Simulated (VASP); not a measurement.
# Cd3TeS3Cl (R3m) in VASP: single point with PBE

Aim: the single point of Cd3TeS3Cl with PBE.

Program: VASP 6.6.1. These are calculated values, not measurements. Logs are shortened: lines on timing, memory, paths and dates and some standing lists are left out, and cuts for length are marked.

## 1. The cell of the first run

It takes space group R3m (No. 160, trigonal). Conventional cell: a = 7.868 Å, b = 7.868 Å, c = 11.119 Å, α = 90.00°, β = 90.00°, γ = 120.00°. Within 3.4 Å of Te (site symmetry 3m) lie 3 S at 2.56 Å. Within 3.6 Å of Cl (site symmetry 3m) lie 3 Cd at 2.59 Å and 3 S at 3.49 Å and 1 Te at 3.55 Å. Within 3.4 Å of Cd (site symmetry m) lie 3 S at 2.47 to 2.52 Å and 1 Cl at 2.59 Å and 2 Cd at 3.39 Å. Within 3.3 Å of S (site symmetry m) lie 3 Cd at 2.47 to 2.52 Å and 1 Te at 2.56 Å.

## 2. Single point, PBE

Input file POSCAR:

```
Cd3TeS3Cl
1.0
    3.9341600000      2.2713880000      3.7064990000
   -3.9341600000      2.2713880000      3.7064990000
    0.0000000000     -4.5427770000      3.7064990000
Te Cl Cd S
1 1 3 3
Direct
    0.2500000000      0.2500000000      0.2500000000
    0.5691000000      0.5691000000      0.5691000000
    0.7684000000      0.1991000000      0.7684000000
    0.7684000000      0.7684000000      0.1991000000
    0.1991000000      0.7684000000      0.7684000000
    0.9734000000      0.4641000000      0.9734000000
    0.9734000000      0.9734000000      0.4641000000
    0.4641000000      0.9734000000      0.9734000000
```

Input file INCAR.step1:

```
SYSTEM = Cd3TeS3Cl
PREC = Accurate
ENCUT = 400
EDIFF = 1E-6
ISMEAR = 0
SIGMA = 0.2232
LREAL = .FALSE.
LASPH = .TRUE.
NELM = 120
ALGO = Normal
ISIF = 2
LWAVE = .FALSE.
LCHARG = .TRUE.
GGA = PE
NBANDS = 44
GGA_COMPAT = .FALSE.
NEDOS = 2001
LORBIT = 11
```

Input file KPOINTS.step1:

```
regular mesh
0
G
  6 6 6
  0 0 0
```

Input file INCAR.step2:

```
SYSTEM = Cd3TeS3Cl
PREC = Accurate
ENCUT = 400
EDIFF = 1E-6
ISMEAR = -5
SIGMA = 0.2232
LREAL = .FALSE.
LASPH = .TRUE.
NELM = 120
ALGO = Normal
ISIF = 2
LWAVE = .FALSE.
LCHARG = .FALSE.
GGA = PE
LORBIT = 10
NBANDS = 44
NEDOS = 2001
ICHARG = 11
GGA_COMPAT = .FALSE.
```

Input file KPOINTS.step2:

```
regular mesh
0
G
  9 9 9
  0 0 0
```

Potentials or basis: VASP PAW PBE potentials, release 64 (Te, Cl, Cd, S).

The run is started by

```console
$ cat potpaw_PBE.64/Te/POTCAR potpaw_PBE.64/Cl/POTCAR potpaw_PBE.64/Cd/POTCAR potpaw_PBE.64/S/POTCAR > POTCAR
$ cp INCAR.step1 INCAR
$ cp KPOINTS.step1 KPOINTS
$ mpirun -np 1 vasp_std > vasp.out
$ cp INCAR.step2 INCAR
$ cp KPOINTS.step2 KPOINTS
$ mpirun -np 1 vasp_std > vasp.out
```

OUTCAR:

```text
SYSTEM = Cd3TeS3Cl
   PREC = Accurate
   ENCUT = 400
   EDIFF = 1E-6
   ISMEAR = -5
   LREAL = .FALSE.
   LASPH = .TRUE.
   NELM = 120
   ISIF = 2
   GGA = PE
   LORBIT = 10
   ICHARG = 11

 ion  position               nearest neighbor table
   1  0.250  0.250  0.250-   7 2.56   6 2.56   8 2.56
   2  0.569  0.569  0.569-   4 2.59   3 2.59   5 2.59
   3  0.768  0.199  0.768-   8 2.47   7 2.47   6 2.52   2 2.59   4 3.39   5 3.39
   4  0.768  0.768  0.199-   6 2.47   8 2.47   7 2.52   2 2.59   5 3.39   3 3.39
   5  0.199  0.768  0.768-   6 2.47   7 2.47   8 2.52   2 2.59   4 3.39   3 3.39
   6  0.973  0.464  0.973-   5 2.47   4 2.47   3 2.52   1 2.56
   7  0.973  0.973  0.464-   3 2.47   5 2.47   4 2.52   1 2.56
   8  0.464  0.973  0.973-   3 2.47   4 2.47   5 2.52   1 2.56

  LATTYP: Found a trigonal (rhomboedric) cell.
 ALAT       =     5.8630157077
 COS(alpha) =     0.0994829974

  Lattice vectors:

 A1 = (   3.9341600000,   2.2713880000,   3.7064990000)
 A2 = (  -3.9341600000,   2.2713880000,   3.7064990000)
 A3 = (   0.0000000000,  -4.5427770000,   3.7064990000)

Analysis of symmetry for initial positions (statically):
=====================================================================
 Subroutine PRICEL returns:
 Original cell was already a primitive cell.

 Routine SETGRP: Setting up the symmetry group for a
 trigonal (rhombohedral) supercell.

 Subroutine GETGRP returns: Found  6 space group operations
 (whereof  6 operations were pure point group operations)
 out of a pool of 12 trial point group operations.

The static configuration has the point symmetry C_3v.

Analysis of symmetry for dynamics (positions and initial velocities):
=====================================================================
 Subroutine PRICEL returns:
 Original cell was already a primitive cell.

 Routine SETGRP: Setting up the symmetry group for a
 trigonal (rhombohedral) supercell.

 Subroutine GETGRP returns: Found  6 space group operations
 (whereof  6 operations were pure point group operations)
 out of a pool of 12 trial point group operations.

The dynamic configuration has the point symmetry C_3v.

 Subroutine INISYM returns: Found  6 space group operations
 (whereof  6 operations are pure point group operations),
 and found     1 'primitive' translations

----------------------------------------------------------------------------------------

                                     Primitive cell

  volume of cell :     198.7278

  direct lattice vectors                    reciprocal lattice vectors
     3.934160000  2.271388000  3.706499000     0.127091933  0.073376562  0.089932132
    -3.934160000  2.271388000  3.706499000    -0.127091933  0.073376562  0.089932132
     0.000000000 -4.542777000  3.706499000     0.000000000 -0.146753124  0.089932112

  length of vectors
     5.863015708  5.863015708  5.863016093     0.172117018  0.172117018  0.172117007

  position of ions in fractional coordinates (direct lattice)
     0.250000000  0.250000000  0.250000000
     0.569100000  0.569100000  0.569100000
     0.768400000  0.199100000  0.768400000
     0.768400000  0.768400000  0.199100000
     0.199100000  0.768400000  0.768400000
     0.973400000  0.464100000  0.973400000
     0.973400000  0.973400000  0.464100000
     0.464100000  0.973400000  0.973400000

  ion indices of the primitive-cell ions
   primitive index   ion index
                 1           1
                 2           2
                 3           3
                 4           4
                 5           5
                 6           6
                 7           7
                 8           8

----------------------------------------------------------------------------------------

 KPOINTS: regular mesh

Automatic generation of k-mesh.
 Grid dimensions read from file:
 generate k-points for:    9    9    9

 Generating k-lattice:

  Cartesian coordinates                     Fractional coordinates (reciprocal lattice)
     0.014121326  0.008152951  0.009992459     0.111111111  0.000000000  0.000000000
    -0.014121326  0.008152951  0.009992459     0.000000000  0.111111111  0.000000000
     0.000000000 -0.016305903  0.009992457    -0.000000000 -0.000000000  0.111111111

  Length of vectors
     0.019124113  0.019124113  0.019124112

  Shift w.r.t. Gamma in fractional coordinates (k-lattice)
     0.000000000  0.000000000  0.000000000

 TETIRR: Found    369 inequivalent tetrahedra from     4374

 Subroutine IBZKPT returns following result:
 ===========================================

 Found     85 irreducible k-points:

 Following reciprocal coordinates:
            Coordinates               Weight
  0.000000  0.000000  0.000000      1.000000
  0.111111  0.000000  0.000000      6.000000
  0.222222 -0.000000  0.000000      6.000000
  0.333333 -0.000000  0.000000      6.000000
  0.444444 -0.000000  0.000000      6.000000
  0.111111  0.111111  0.000000      6.000000
[... 16 lines left out ...]
 -0.333333  0.333333  0.000000      6.000000
  0.444444  0.444444  0.000000      6.000000
 [... further k-points ...]
   k-points           NKPTS =     85   k-points in BZ     NKDIM =     85   number of bands    NBANDS=     44
   number of dos      NEDOS =   2001   number of ions     NIONS =      8
   total plane-waves  NPLWV =  64000
   dimension x,y,z NGX =    40 NGY =   40 NGZ =   40
   dimension x,y,z NGXF=    80 NGYF=   80 NGZF=   80
   ions per type =               1   1   3   3
   NGX,Y,Z   is equivalent  to a cutoff of  11.34, 11.34, 11.34 a.u.
   NGXF,Y,Z  is equivalent  to a cutoff of  22.68, 22.68, 22.68 a.u.
 SYSTEM =  Cd3TeS3Cl
   PREC   = accura    normal or accurate (medium, high low for compatibility)
   ISTART =      0    job   : 0-new  1-cont  2-samecut
   ICHARG =     11    charge: 1-file 2-atom 10-const
   ISPIN  =      1    spin polarized calculation?
   LNONCOLLINEAR =      F non collinear calculations
   LSORBIT =      F    spin-orbit coupling
   LASPH  =      T    aspherical Exc in radial PAW
   ENCUT  =  400.0 eV  29.40 Ry    5.42 a.u.   9.56  9.56  9.56*2*pi/ulx,y,z
   NELM   =    120;   NELMIN=  2; NELMDL=  0     # of ELM steps
   EDIFF  = 0.1E-05   stopping-criterion for ELM
   LREAL  =      F    real-space projection
   EDIFFG = 0.1E-04   stopping-criterion for IOM
   NSW    =      0    number of steps for IOM
   IBRION =     -1    ionic relax: 0-MD 1-quasi-New 2-CG
   NFREE  =      0    steps in history (QN), initial steepest desc. (CG)
   ISIF   =      2    stress and relaxation
   ISYM   =      2    0-nonsym 1-usesym 2-fastsym
   POTIM  = 0.5000    time-step for ionic-motion
   TEBEG  =    0.0;   TEEND  =   0.0 temperature during run
   PSTRESS=    0.0 pullay stress
   NELECT =      67.0000    total number of electrons
   NUPDOWN=      -1.0000    fix difference up-down
   EMIN   =  10.00;   EMAX   =-10.00  energy-range for DOS
   EFERMI =   0.00;   METHOD = LEGACY
   ISMEAR =    -5;   SIGMA  =   0.22  broadening in eV -4-tet -1-fermi 0-gaus
   EFERMI_NEDOS =   21; number of points for ismear=-14 and -15
   IALGO  =     38    algorithm
   IMIX   =      4    mixing-type and parameters
     AMIX     =   0.40;   BMIX     =  1.00
     AMIX_MAG =   1.60;   BMIX_MAG =  1.00
  volume/ion in A,a.u.               =      24.84       167.64
  Fermi-wavevector in a.u.,A,eV,Ry     =   1.139411  2.153174 17.663852  1.298256
  Thomas-Fermi vector in A             =   2.276114
   LORBIT       =     10    0 simple, 1 ext, 2 COOP (PROOUT), +10 PAW based schemes
   GGA     = PE    functional components
   LHFCALC =     F    Hartree Fock is set to
   AEXX    =    0.0000 exact exchange contribution
   IVDW    =     0    specifies the selected vdW correction
   LEPSILON=     F    determine dielectric tensor
   LRPA    =     F    only Hartree local field effects (RPA)
 non-spin polarized calculation
 Fermi weights with tetrahedron method with Bloechl corrections
  energy-cutoff  :      400.00
  volume of cell :      198.73
 maximum number of plane-waves:      3630

 number of electron      67.0000019 magnetization

 Free energy of the ion-electron system (eV)
  ---------------------------------------------------
  ext. energy  EPLUGINS =         0.00000000
  ---------------------------------------------------
  free energy    TOTEN  =       -20.14814522 eV

  energy without entropy =      -20.14814522  energy(sigma->0) =      -20.14814522

 E-fermi :   4.4106     XC(G=0):  -9.2923

 val. band max:        4.3958691142   @ k =   0.3333   0.2222   0.1111
 cond. band min:       4.3823030907   @ k =  -0.2222   0.2222   0.1111
 fundamental gap:     -0.0135660235
 Fermi energy:         4.4106415412

 k-point     1 :       0.0000    0.0000    0.0000
  band No.  band energies     occupation
      1     -12.5154      2.00000
      2     -11.0149      2.00000
      3      -9.9798      2.00000
      4      -9.9798      2.00000
      5      -7.3338      2.00000
      6      -5.6301      2.00000
[... 36 lines left out ...]
     43       9.9820      0.00000
     44       9.9821      0.00000

 k-point     2 :       0.1111    0.0000    0.0000
  band No.  band energies     occupation
      1     -12.5127      2.00000
      2     -11.0042      2.00000
      3     -10.0001      2.00000
      4      -9.9796      2.00000
      5      -7.3293      2.00000
      6      -5.6365      2.00000
[... 1026 lines left out ...]
 k-point    24 :       0.4444    0.4444    0.0000
  band No.  band energies     occupation
      1     -12.4828      2.00000
      2     -10.8265      2.00000
      3     -10.1308      2.00000
      4     -10.1174      2.00000
      5      -7.2779      2.00000
      6      -5.6454      2.00000
[... 36 lines left out ...]
     43       8.8486      0.00000
     44       9.0731      0.00000

 [... further k-points ...]

------------------------ aborting loop because EDIFF is reached ----------------------------------------

  FORCE on cell =-STRESS in cart. coord.  units (eV):
  Direction    XX          YY          ZZ          XY          YZ          ZX
  --------------------------------------------------------------------------------------
  -------------------------------------------------------------------------------------
  Total       11.4437923     11.4437923      9.1808890      0.0000000     -0.0000008      0.0000000
  in kB       92.2618167     92.2618166     74.0179025      0.0000000     -0.0000067      0.0000000
  external PRESSURE =      86.1805119 kB  Pullay stress =       0.0000000 kB

 VOLUME and BASIS-vectors are now :
 -----------------------------------------------------------------------------
  energy-cutoff  :      400.00
  volume of cell :      198.73
      direct lattice vectors                 reciprocal lattice vectors
     3.934160000  2.271388000  3.706499000     0.127091933  0.073376562  0.089932132
    -3.934160000  2.271388000  3.706499000    -0.127091933  0.073376562  0.089932132
     0.000000000 -4.542777000  3.706499000     0.000000000 -0.146753124  0.089932112

 POSITION                                       TOTAL-FORCE (eV/Angst)
 -----------------------------------------------------------------------------------
      0.00000     -0.00000      2.77987         0.000000     -0.000000      1.718024
      0.00000     -0.00000      6.32811         0.000000      0.000000     -0.388038
      2.23972     -1.29310      6.43411        -0.155467      0.089759      0.098802
      0.00000      2.58620      6.43411         0.000000     -0.179518      0.098802
     -2.23972     -1.29310      6.43411         0.155467      0.089759      0.098802
      2.00367     -1.15682      8.93600        -0.028562      0.016490     -0.542131
      0.00000      2.31364      8.93600         0.000000     -0.032981     -0.542131
     -2.00367     -1.15682      8.93600         0.028562      0.016490     -0.542131
 -----------------------------------------------------------------------------------
    total drift:                                0.000000      0.000004      0.005968

  FREE ENERGIE OF THE ION-ELECTRON SYSTEM (eV)
  ---------------------------------------------------
  free  energy   TOTEN  =       -20.1481452213 eV

  energy  without entropy=      -20.1481452213  energy(sigma->0) =      -20.14814522

 total charge

# of ion       s       p       d       tot
------------------------------------------
    1        1.442   1.779   0.073   3.294
    2        1.610   3.522   0.000   5.132
    3        0.455   0.320   9.556  10.332
    4        0.455   0.320   9.556  10.332
    5        0.455   0.320   9.556  10.332
    6        1.377   2.330   0.000   3.707
    7        1.377   2.330   0.000   3.707
    8        1.377   2.330   0.000   3.707
--------------------------------------------------
tot          8.549  13.250  28.743  50.542
```

Run time: 13 min. Hardware: 1 thread of Intel Xeon 8259CL, shared host; peak memory 0.53 GiB.

Results:

* Valence electrons inside the program's atomic spheres: Te 3.29; Cl 5.13; Cd 10.33; S 3.71

Levels at points of the mesh, in eV from the Fermi level:
```csv
k point,band 29,band 30,band 31,band 32,band 33,band 34,band 35,band 36,band 37,band 38
"(0.00, 0.00, 0.00)",-3.86,-3.15,-3.08,-3.08,-1.57,-0.45,-0.45,-0.21,1.33,2.09
```

Caveat: spin-orbit coupling is left out, which moves the levels of the heavy elements; an odd number of electrons without spin polarisation forces a metal; a magnetic or distorted state may lie lower; tetrahedron occupations give inexact forces and stress in metals.
